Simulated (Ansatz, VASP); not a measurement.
Given: the input of a run of Ansatz 0.2.0 on BN.

input.yaml

```yaml
crystal:
  lattice:
    - [2.4472412002, 0.0, 0.0]
    - [-1.2236206001, 2.1193730486, 0.0]
    - [0.0, 0.0, 6.5002395416]
  atoms:
    - { symbol: "N", position: [0.6666666667, 0.3333333333, 0.25] }
    - { symbol: "N", position: [0.3333333333, 0.6666666667, 0.75] }
    - { symbol: B, position: [0.6666666667, 0.3333333333, 0.75] }
    - { symbol: B, position: [0.3333333333, 0.6666666667, 0.25] }
hamiltonian:
  xc: blyp
  pseudopotentials: { kind: paw }
  dispersion: d4
kpoints:
  mp_grid: { grid: [12, 12, 4] }
scf:
  occupations: { method: fermi_dirac, width: 0.05 }
output:
  forces: true
  stress: true
  eigenvalues: true
```

Potentials or basis: Ansatz PAW.

Run with:

```bash
$ ansatz run input.yaml --threads 2 --pin off --max-ram 5120MiB --backend cpu --events-out ev --progress --plain --runs-dir out
```

Question: Translate it to VASP 6.6.1. Potentials there: VASP PAW PBE potentials, release 64 (N, B).

Answer: As run (the cutoff follows the program's own potentials):

The input INCAR:

```
SYSTEM = BN
PREC = Accurate
ENCUT = 520
EDIFF = 1E-6
ISMEAR = -1
SIGMA = 0.05
LREAL = .FALSE.
LASPH = .TRUE.
NELM = 100
ALGO = Normal
ISIF = 2
LWAVE = .FALSE.
LCHARG = .TRUE.
GGA = B5
ALDAX = 1.0
AGGAX = 1.0
AGGAC = 1.0
ALDAC = 0.0
IVDW = 13
LELF = .TRUE.
LVHAR = .TRUE.
VDW_S6 = 1.0
VDW_S8 = 2.34076671
VDW_A1 = 0.44488865
VDW_A2 = 4.0933009
NBANDS = 16
```

KPOINTS

```
regular mesh
0
G
  12 12 4
  0 0 0
```

Contents of POSCAR:

```
BN
1.0
    2.4472412002      0.0000000000      0.0000000000
   -1.2236206001      2.1193730486      0.0000000000
    0.0000000000      0.0000000000      6.5002395416
N B
2 2
Direct
    0.6666666667      0.3333333333      0.2500000000
    0.3333333333      0.6666666667      0.7500000000
    0.6666666667      0.3333333333      0.7500000000
    0.3333333333      0.6666666667      0.2500000000
```

Potentials or basis: VASP PAW PBE potentials, release 64 (N, B).

Run with:

```console
$ cat potpaw_PBE.64/N/POTCAR potpaw_PBE.64/B/POTCAR > POTCAR
$ mpirun -np 1 vasp_std > vasp.out
```

Both were run:

|  | VASP | Ansatz | Ansatz less VASP |
| --- | --- | --- | --- |
| gap on the k mesh at the Fermi level (eV) | 4.44 | 4.44 | -0.001 |
| least direct gap on the mesh (eV) | 4.87 | 4.86 | -0.012 |
| pressure (GPa) | 18.8 | 19.0 | +0.19 |
| traceless stress, the component that is largest in VASP (GPa) | -20.47 | -20.52 | -0.045 |

VASP's potentials were made for PBE, not for BLYP.
